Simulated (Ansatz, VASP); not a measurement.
**MgCd2S3: VASP beside Ansatz**

```
CELL_PARAMETERS angstrom
4.00055 0.00000 0.00000
-2.00027 3.46458 0.00000
0.00000 0.00000 9.79931
ATOMIC_POSITIONS crystal
Mg 0.66667 0.33333 0.33333
Cd 0.00000 0.00000 0.00000
Cd 0.33333 0.66667 0.66667
S 0.33333 0.66667 0.91667
S 0.66667 0.33333 0.58333
S 0.00000 0.00000 0.25000
```

Alike in both runs: task relaxation of cell and atoms; functional PBE; k mesh 6 × 6 × 2; occupations gaussian, width 0.1 eV; no spin polarisation.

```csv
,VASP,Ansatz
version,VASP 6.6.1,Ansatz 0.2.0
potentials or method,"VASP PAW PBE potentials, release 64 (Mg, Cd, S), cutoff 600 eV","scalar-relativistic, plane waves, PAW"
valence electrons in the cell,44,68
```

|  | VASP | Ansatz | Ansatz less VASP |
| --- | --- | --- | --- |
| gap on the k mesh at the Fermi level, each at its own relaxed structure (eV) | 1.52 | 1.53 | +0.007 |
| relaxed volume (Å³/atom) | 25.05 | 24.99 | -0.059 |
| relaxed length of the cell vector where the two differ most in proportion (Å) | 4.141 | 4.138 | -0.0033 |

VASP's potentials hold 44 valence electrons a cell and Ansatz's 68, so a difference there can come from the potentials and not from the codes.
